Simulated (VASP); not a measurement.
Nb, 1 atom in the cell. Symmetry: I4/mmm, No. 139, tetragonal system. Conventional cell: a = 3.278 Å, b = 3.278 Å, c = 3.328 Å, α = 90.00°, β = 90.00°, γ = 90.00°. Nb (site symmetry 4/mmm) has 14 Nb at 2.85 to 3.33 Å within 3.8 Å.  This cell differs from its parent crystal: strain -0.015 along x and y, +0.000 along z.

* Program: VASP 6.6.1
* Task: single point
* Functional: PBEsol
* Potentials or basis: VASP PAW PBE potentials, release 64 (Nb_sv)
* Cutoff: 520 eV
* k mesh: 20 × 20 × 20
* Occupations: gaussian, width 0.15 eV
* Spin: no spin polarisation
* Dipole correction: no
* Further INCAR settings: ALGO = Fast; EDIFF = 1e-06; NBANDS = 12

Potentials or basis: VASP PAW PBE potentials, release 64 (Nb_sv).

Launch:

```console
$ cat potpaw_PBE.64/Nb_sv/POTCAR > POTCAR
$ mpirun -np 1 vasp_std > vasp.out
```

Hardware: 1 thread of Intel Xeon 6975P-C (shared host).

Question: Estimate the wall time of this run.

Answer: It took 2.6 min on 1 thread of Intel Xeon 6975P-C (shared host), peak memory 0.25 GiB. Counts: scf iterations 21, k points 641.
